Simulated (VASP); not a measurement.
The system is PbI2.

```
Pb I
1.0
     4.47698    0.00000    0.00000
    -2.23849    3.87718    0.00000
     0.00000    0.00000    7.22230
Pb I
1 2
Direct
  0.00000 0.00000 0.00000
  0.33333 0.66667 0.25200
  0.66667 0.33333 0.74800
```

```yaml
Program: VASP 6.6.1
Task: relaxation of cell and atoms
Functional: PBE
Dispersion: D3(BJ)
Potentials_or_basis: VASP PAW PBE potentials, release 64 (Pb_d, I)
Cutoff: 500 eV
k_mesh: 9 × 9 × 4
Occupations: gaussian, width 0.02 eV
Spin: no spin polarisation
```

At the start: pressure 1.9 GPa; volume 41.79 Å³/atom.

Question: Where does the relaxation end?

Answer: Over 11 steps the energy falls by 24.8 meV/atom and the volume is 41.82 Å³/atom (+0.1 %); space group P-3m1 (No. 164, to 0.1 Å) before and after.

The path:
| step | energy change (eV) | largest force (eV/Å) | pressure (GPa) | volume (Å³) |
| --- | --- | --- | --- | --- |
| 1 | 0.0000 | 0.5368 | 1.88 | 125.36 |
| 2 | -0.0509 | 0.0386 | -0.44 | 134.47 |
| 3 | -0.0529 | 0.1154 | -0.10 | 132.88 |
| 4 | -0.0547 | 0.1124 | -0.10 | 132.47 |
| 5 | -0.0597 | 0.1031 | -0.08 | 131.24 |
| 6 | -0.0679 | 0.0807 | -0.01 | 128.79 |
| 7 | -0.0735 | 0.0180 | 0.22 | 123.94 |
| 8 | -0.0738 | 0.0355 | 0.16 | 124.96 |
| 9 | -0.0683 | 0.1348 | -0.60 | 127.47 |
| 10 | -0.0743 | 0.0019 | -0.01 | 125.49 |
| 11 | -0.0743 | 0.0006 | -0.01 | 125.45 |

Final structure:
```xyz
3
Lattice="4.5563 0.0000 0.0000 -2.2781 3.9458 0.0000 0.0000 0.0000 6.9781" Properties=species:S:1:pos:R:3 pbc="T T T"
Pb   -2.2781    3.9458    0.0000
I     0.0000    2.6306    1.8906
I     2.2781    1.3153    5.0875
```
